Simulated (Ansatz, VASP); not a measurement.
**Two plane-wave programs on PbSe**

```
Pb Se
1.0
     2.13770   -5.99676    0.00000
     2.13770    5.99676    0.00000
     0.00000    0.00000    4.43349
Pb Se
2 2
Direct
  0.62844 0.37156 0.75000
  0.37156 0.62844 0.25000
  0.86268 0.13732 0.75000
  0.13732 0.86268 0.25000
```

Alike in both runs: task single point; functional r2SCAN; k mesh 6 × 6 × 6; no spin polarisation.

|  | VASP | Ansatz |
| --- | --- | --- |
| version | VASP 6.6.1 | Ansatz 0.2.0 |
| potentials or method | VASP PAW PBE potentials, release 64 (Pb_d, Se) | plane waves, PAW |
| plane-wave cutoff (eV) | 520 | 500 |
| occupations | gaussian, width 0.01 eV | fixed |
| valence electrons in the cell | 40 | 60 |

|  | VASP | Ansatz | Ansatz less VASP |
| --- | --- | --- | --- |
| gap on the k mesh at the Fermi level (eV) | 1.40 | 1.40 | +0.001 |
| pressure (GPa) | 1.0 | 1.0 | -0.03 |
| traceless stress, the component that is largest in VASP (GPa) | 0.07 | 0.05 | -0.027 |
| rms of the force components (eV/Å) | 0.004 | 0.010 | +0.0062 |

VASP's potentials were made for PBE, not for r2SCAN. Atom by atom the forces differ by 0.007 eV/Å (rms over components). VASP's potentials hold 40 valence electrons a cell and Ansatz's 60, so a difference there can come from the potentials and not from the codes.

Neither program's run includes spin-orbit coupling.
